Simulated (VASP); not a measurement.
Crystal: Mg.

```xyz
4
Lattice="3.2031 0.0000 0.0000 -1.6015 2.7739 0.0000 0.0000 0.0000 10.4612" Properties=species:S:1:pos:R:3 pbc="T T T"
Mg    0.0000    0.0000    0.0000
Mg    0.0000    0.0000    5.2306
Mg    0.0000    1.8493    2.6153
Mg    1.6015    0.9246    7.8459
```

- Program: VASP 6.6.1
- Task: relaxation of cell and atoms
- Functional: PBEsol
- Potentials or basis: VASP PAW PBE potentials, release 64 (Mg)
- Cutoff: 600 eV
- k mesh: 11 × 11 × 3
- Occupations: fermi-dirac, width 0.1 eV
- Spin: no spin polarisation

At the start: pressure -1.1 GPa; volume 23.24 Å³/atom.

Q: How do energy, volume and symmetry change on relaxing?

A: Over 4 steps the energy falls by 2.4 meV/atom and the volume is 22.53 Å³/atom (-3.1 %); space group P6_3/mmc (No. 194, to 0.1 Å) before and after.

Step by step:
```csv
step,energy change (eV),largest force (eV/Å),pressure (GPa),volume (Å³)
1,0.0000,0.0000,-1.08,92.95
2,-0.0091,0.0000,-0.29,90.87
3,-0.0098,0.0000,0.00,90.16
4,-0.0098,0.0000,0.03,90.10
```

Final structure:
```xyz
4
Lattice="3.1727 0.0000 0.0000 -1.5864 2.7477 0.0000 0.0000 0.0000 10.3356" Properties=species:S:1:pos:R:3 pbc="T T T"
Mg    0.0000    0.0000   10.3356
Mg    0.0000    0.0000    5.1678
Mg    0.0000    1.8318    2.5839
Mg    1.5864    0.9159    7.7517
```

Caveat: the PAW data sets were made with another functional, which shifts forces and pressure a little.
